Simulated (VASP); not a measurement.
# C (P-4n2) in VASP: relaxation of cell and atoms with PBE

Aim: the relaxation of cell and atoms of C with PBE.

Everything below comes from runs of VASP 6.6.1. Logs are shortened: lines on timing, memory, paths and dates and some standing lists are left out, and cuts for length are marked.

### Step 1. The cell of the first run

The structure is tetragonal, space group P-4n2 (No. 118). The conventional cell has a = 5.419 Å, b = 5.419 Å, c = 3.361 Å, α = 90.00°, β = 90.00°, γ = 90.00°. Within 1.9 Å of C (site symmetry 1) lie 3 C at 1.40 to 1.47 Å. C (site symmetry 2) has 3 C at 1.40 to 1.51 Å within 1.9 Å.

The cell was generated, and may not be a known phase.

### Step 2. Relaxation of cell and atoms, PBE

INCAR reads:

```
SYSTEM = C
  PREC = Accurate
  ENCUT = 600
  EDIFF = 1E-7
  ISMEAR = 0
  SIGMA = 0.1
  LREAL = .FALSE.
  LASPH = .TRUE.
  NELM = 120
  ALGO = Normal
  ISIF = 3
  LWAVE = .FALSE.
  LCHARG = .FALSE.
  GGA = PE
  IBRION = 2
  NSW = 100
  EDIFFG = -0.01
  GGA_COMPAT = .FALSE.
  NELMIN = 4
```

KPOINTS reads:

```
Automatic mesh
0
G
  8 8 12
  0 0 0
```

POSCAR reads:

```
C
1.0
    5.4186062385      0.0000000000      0.0000000000
    0.0000000000      5.4186062385      0.0000000000
    0.0000000000      0.0000000000      3.3614195062
C
12
Direct
    0.3203775897      0.4505861898      0.9494612320
    0.6796224103      0.5494138102      0.9494612320
    0.4505861898      0.6796224103      0.0505387680
    0.5494138102      0.3203775897      0.0505387680
    0.8203775897      0.0494138102      0.4494612320
    0.1796224103      0.9505861898      0.4494612320
    0.9505861898      0.8203775897      0.5505387680
    0.0494138102      0.1796224103      0.5505387680
    0.5982707347      0.0982707347      0.2500000000
    0.4017292653      0.9017292653      0.2500000000
    0.0982707347      0.4017292653      0.7500000000
    0.9017292653      0.5982707347      0.7500000000
```

Potentials or basis: VASP PAW PBE potentials, release 64 (C).

The run is started by

```console
$ cat potpaw_PBE.64/C/POTCAR > POTCAR
$ mpirun -np 1 vasp_std > vasp.out
```

OUTCAR:

```text
SYSTEM = C
   PREC = Accurate
   ENCUT = 600
   EDIFF = 1E-7
   ISMEAR = 0
   LREAL = .FALSE.
   LASPH = .TRUE.
   NELM = 120
   ISIF = 3
   GGA = PE
   IBRION = 2
   NSW = 100
   EDIFFG = -0.01
   NELMIN = 4

 ion  position               nearest neighbor table
   1  0.320  0.451  0.949-  11 1.40   4 1.47   3 1.47   2 2.02
   2  0.680  0.549  0.949-  12 1.40   4 1.47   3 1.47   1 2.02
   3  0.451  0.680  0.051-  10 1.40   2 1.47   1 1.47   4 2.02
   4  0.549  0.320  0.051-   9 1.40   2 1.47   1 1.47   3 2.02
   5  0.820  0.049  0.449-   9 1.40   8 1.47   7 1.47   6 2.02
   6  0.180  0.951  0.449-  10 1.40   8 1.47   7 1.47   5 2.02
   7  0.951  0.820  0.551-  12 1.40   6 1.47   5 1.47   8 2.02
   8  0.049  0.180  0.551-  11 1.40   6 1.47   5 1.47   7 2.02
   9  0.598  0.098  0.250-   4 1.40   5 1.40  10 1.51
  10  0.402  0.902  0.250-   3 1.40   6 1.40   9 1.51
  11  0.098  0.402  0.750-   1 1.40   8 1.40  12 1.51
  12  0.902  0.598  0.750-   2 1.40   7 1.40  11 1.51

  LATTYP: Found a simple tetragonal cell.
 ALAT       =     5.4186062385
 C/A-ratio  =     0.6203476241

  Lattice vectors:

 A1 = (   5.4186062385,   0.0000000000,   0.0000000000)
 A2 = (   0.0000000000,   5.4186062385,   0.0000000000)
 A3 = (   0.0000000000,   0.0000000000,   3.3614195062)

Analysis of symmetry for initial positions (statically):
=====================================================================
 Subroutine PRICEL returns:
 Original cell was already a primitive cell.

 Routine SETGRP: Setting up the symmetry group for a
 simple tetragonal supercell.

 Subroutine GETGRP returns: Found  8 space group operations
 (whereof  4 operations were pure point group operations)
 out of a pool of 16 trial point group operations.

The static configuration has the point symmetry S_4 .
 The point group associated with its full space group is D_2d.

Analysis of symmetry for dynamics (positions and initial velocities):
=====================================================================
 Subroutine PRICEL returns:
 Original cell was already a primitive cell.

 Routine SETGRP: Setting up the symmetry group for a
 simple tetragonal supercell.

 Subroutine GETGRP returns: Found  8 space group operations
 (whereof  4 operations were pure point group operations)
 out of a pool of 16 trial point group operations.
[... 140 lines left out ...]
   IMIX   =      4    mixing-type and parameters
     AMIX     =   0.40;   BMIX     =  1.00
     AMIX_MAG =   1.60;   BMIX_MAG =  1.00
  volume/ion in A,a.u.               =       8.22        55.50
  Fermi-wavevector in a.u.,A,eV,Ry     =   1.287427  2.432884 22.551225  1.657468
  Thomas-Fermi vector in A             =   2.419442
   LORBIT       =      0    0 simple, 1 ext, 2 COOP (PROOUT), +10 PAW based schemes
   GGA     = PE    functional components
   LHFCALC =     F    Hartree Fock is set to
   AEXX    =    0.0000 exact exchange contribution
   IVDW    =     0    specifies the selected vdW correction
   LEPSILON=     F    determine dielectric tensor
   LRPA    =     F    only Hartree local field effects (RPA)
 conjugate gradient relaxation of ions
 non-spin polarized calculation
 Gauss-broadening in eV      SIGMA  =   0.10
  energy-cutoff  :      600.00
  volume of cell :       98.70
 maximum number of plane-waves:      3336
 NGX is ok and might be reduce to    48
   NGX = 21   NGY = 21   NGZ = 13

--------------------------------------- Ionic step        1  -------------------------------------------

 number of electron      47.9999997 magnetization

 Free energy of the ion-electron system (eV)
  ---------------------------------------------------
  ext. energy  EPLUGINS =         0.00000000
  ---------------------------------------------------
  free energy    TOTEN  =      -102.26249178 eV

  energy without entropy =     -102.25833773  energy(sigma->0) =     -102.26041475

------------------------ aborting loop because EDIFF is reached ----------------------------------------

  FORCE on cell =-STRESS in cart. coord.  units (eV):
  Direction    XX          YY          ZZ          XY          YZ          ZX
  --------------------------------------------------------------------------------------
  -------------------------------------------------------------------------------------
  Total       -0.1222983     -0.1222983      0.2458131      0.0000000      0.0000000      0.0000000
  in kB       -1.9853322     -1.9853322      3.9904120      0.0000000      0.0000000      0.0000000
  external PRESSURE =       0.0065826 kB  Pullay stress =       0.0000000 kB
[... 119 lines left out ...]
  FREE ENERGIE OF THE ION-ELECTRON SYSTEM (eV)
  ---------------------------------------------------
  free  energy   TOTEN  =      -102.2630840164 eV

  energy  without entropy=     -102.2589274369  energy(sigma->0) =     -102.26100573

[... ionic steps 4 to 7 ...]

--------------------------------------- Ionic step        8  -------------------------------------------

 number of electron      47.9999998 magnetization

------------------------ aborting loop because EDIFF is reached ----------------------------------------
[... 87 lines left out ...]
--------------------------------------- Ionic step       10  -------------------------------------------

 number of electron      47.9999998 magnetization

 Free energy of the ion-electron system (eV)
  ---------------------------------------------------
  ext. energy  EPLUGINS =         0.00000000
  ---------------------------------------------------
  free energy    TOTEN  =      -102.26439743 eV

  energy without entropy =     -102.26026890  energy(sigma->0) =     -102.26233316

 E-fermi :   5.9207     XC(G=0): -10.9077

 val. band max:        5.9116971194   @ k =   0.2500   0.1250   0.0000
 cond. band min:       5.9317711403   @ k =   0.0000   0.0000   0.0000
 fundamental gap:      0.0200740209
 Fermi energy:         5.9206999673

 k-point     1 :       0.0000    0.0000    0.0000
  band No.  band energies     occupation
      1     -14.5771      2.00000
      2     -13.2331      2.00000
      3     -10.8795      2.00000
      4      -9.8178      2.00000
      5      -9.8178      2.00000
      6      -9.5988      2.00000
[... 805 lines left out ...]
     30      10.3585      0.00000
     31      12.1888      0.00000

 [... further k-points ...]

------------------------ aborting loop because EDIFF is reached ----------------------------------------

  FORCE on cell =-STRESS in cart. coord.  units (eV):
  Direction    XX          YY          ZZ          XY          YZ          ZX
  --------------------------------------------------------------------------------------
  -------------------------------------------------------------------------------------
  Total        0.0188696      0.0188696      0.0099352      0.0000000      0.0000000      0.0000000
  in kB        0.3052601      0.3052601      0.1607244      0.0000000      0.0000000      0.0000000
  external PRESSURE =       0.2570815 kB  Pullay stress =       0.0000000 kB
[... 27 lines left out ...]
  FREE ENERGIE OF THE ION-ELECTRON SYSTEM (eV)
  ---------------------------------------------------
  free  energy   TOTEN  =      -102.2643974306 eV

  energy  without entropy=     -102.2602688952  energy(sigma->0) =     -102.26233316

 reached required accuracy - stopping structural energy minimisation
```

OSZICAR:

```text
N       E                     dE             d eps       ncg     rms          rms(c)
DAV:   1     0.205953033691E+03    0.20595E+03   -0.27106E+04  6510   0.163E+03
DAV:   2    -0.918353837736E+02   -0.29779E+03   -0.28428E+03  8296   0.303E+02
[... 75 lines left out ...]
   9 F= -.10226434E+03 E0= -.10226227E+03  d E =-.344435E-03
       N       E                     dE             d eps       ncg     rms          rms(c)
DAV:   1    -0.102264443138E+03   -0.10647E-03   -0.73543E-03  6538   0.526E-01    0.374E-02
DAV:   2    -0.102264413617E+03    0.29520E-04   -0.13348E-04  8063   0.661E-02    0.225E-02
DAV:   3    -0.102264397437E+03    0.16180E-04   -0.36474E-05  7961   0.318E-02    0.476E-03
DAV:   4    -0.102264397389E+03    0.48706E-07   -0.21332E-06  7729   0.853E-03    0.226E-03
DAV:   5    -0.102264397431E+03   -0.41866E-07   -0.18266E-07  5131   0.249E-03
  10 F= -.10226440E+03 E0= -.10226233E+03  d E =-.607140E-04
```

CONTCAR:

```text
C
   1.00000000000000
     5.4110834499162133    0.0000000000000000    0.0000000000000000
     0.0000000000000000    5.4110834499162133   -0.0000000000000000
     0.0000000000000000    0.0000000000000000    3.3824800087403371
  C
    12
Direct
     0.3200070780236587    0.4502396444622611    0.9501523779269546
     0.6799929219763412    0.5497603555377389    0.9501523779269546
     0.4502396444622611    0.6799929219763412    0.0498476220730454
     0.5497603555377389    0.3200070780236587    0.0498476220730454
     0.8200070780236588    0.0497603555377389    0.4501523779269546
     0.1799929219763412    0.9502396444622611    0.4501523779269546
     0.9502396444622611    0.8200070780236588    0.5498476220730454
     0.0497603555377389    0.1799929219763412    0.5498476220730454
     0.5983651838544530    0.0983651838544530    0.2500000000000000
     0.4016348161455470    0.9016348161455470    0.2500000000000000
     0.0983651838544530    0.4016348161455470    0.7500000000000000
     0.9016348161455470    0.5983651838544530    0.7500000000000000

  0.00000000E+00  0.00000000E+00  0.00000000E+00
  0.00000000E+00  0.00000000E+00  0.00000000E+00
  0.00000000E+00  0.00000000E+00  0.00000000E+00
  0.00000000E+00  0.00000000E+00  0.00000000E+00
  0.00000000E+00  0.00000000E+00  0.00000000E+00
  0.00000000E+00  0.00000000E+00  0.00000000E+00
  0.00000000E+00  0.00000000E+00  0.00000000E+00
  0.00000000E+00  0.00000000E+00  0.00000000E+00
  0.00000000E+00  0.00000000E+00  0.00000000E+00
  0.00000000E+00  0.00000000E+00  0.00000000E+00
  0.00000000E+00  0.00000000E+00  0.00000000E+00
  0.00000000E+00  0.00000000E+00  0.00000000E+00
```

Run time: 50 min. Hardware: 1 thread of Oxide Virtual Turin-like, shared host; peak memory 0.38 GiB.

What came out:

- Free energy: -102.2644 eV
- Relaxed volume: 8.25 Å³/atom
- Relaxed cell: a = 5.411 Å, b = 5.411 Å, c = 3.382 Å, α = 90.00°, β = 90.00°, γ = 90.00°
- Space group after relaxing (to 0.1 Å): P-4n2 (No. 118)
- Energy gained by relaxing: 0.2 meV/atom
- Ionic steps: 10
- Pressure after relaxing: 0.0 GPa
- Band gap on the k mesh: zero (bands 24 and 25 overlap by 1.07 eV)

Forces in eV/Å, atoms in the order of the input:
```
C   -0.001  0.003  0.001
C    0.001 -0.003  0.001
C    0.003  0.001 -0.001
C   -0.003 -0.001 -0.001
C   -0.001 -0.003  0.001
C    0.001  0.003  0.001
C    0.003 -0.001 -0.001
C   -0.003  0.001 -0.001
C   -0.002 -0.002  0.000
C    0.002  0.002  0.000
C   -0.002  0.002  0.000
C    0.002 -0.002  0.000
```

Step by step:
| step | energy change (eV) | largest force (eV/Å) | pressure (GPa) | volume (Å³) |
| --- | --- | --- | --- | --- |
| 1 | 0.0000 | 0.0779 | 0.00 | 98.70 |
| 2 | 0.0004 | 0.1974 | 0.04 | 98.70 |
| 3 | -0.0006 | 0.0650 | 0.02 | 98.70 |
| 4 | -0.0013 | 0.0312 | 0.18 | 98.70 |
| 5 | -0.0013 | 0.0344 | 0.19 | 98.70 |
| 6 | -0.0015 | 0.0178 | 0.10 | 98.78 |
| 7 | -0.0015 | 0.0328 | 0.05 | 98.82 |
| 8 | -0.0017 | 0.0215 | -0.01 | 98.89 |
| 9 | -0.0018 | 0.0098 | -0.18 | 99.06 |
| 10 | -0.0019 | 0.0030 | 0.03 | 99.04 |

Final structure:
```cif
data_structure
_symmetry_space_group_name_H-M 'P 1'
_symmetry_Int_Tables_number 1
_cell_length_a 5.4111
_cell_length_b 5.4111
_cell_length_c 3.3825
_cell_angle_alpha 90.000
_cell_angle_beta 90.000
_cell_angle_gamma 90.000
_cell_volume 99.04
loop_
_atom_site_label
_atom_site_type_symbol
_atom_site_fract_x
_atom_site_fract_y
_atom_site_fract_z
_atom_site_occupancy
C1 C 0.32001 0.45024 0.95015 1
C2 C 0.67999 0.54976 0.95015 1
C3 C 0.45024 0.67999 0.04985 1
C4 C 0.54976 0.32001 0.04985 1
C5 C 0.82001 0.04976 0.45015 1
C6 C 0.17999 0.95024 0.45015 1
C7 C 0.95024 0.82001 0.54985 1
C8 C 0.04976 0.17999 0.54985 1
C9 C 0.59837 0.09837 0.25000 1
C10 C 0.40163 0.90163 0.25000 1
C11 C 0.09837 0.40163 0.75000 1
C12 C 0.90163 0.59837 0.75000 1
```

Caveat: this functional lacks dispersion, which binds layers or chains, so the pressure and a relaxed spacing across them are unreliable.

The gap in the log of VASP goes by the Fermi energy; the results here count the filled bands.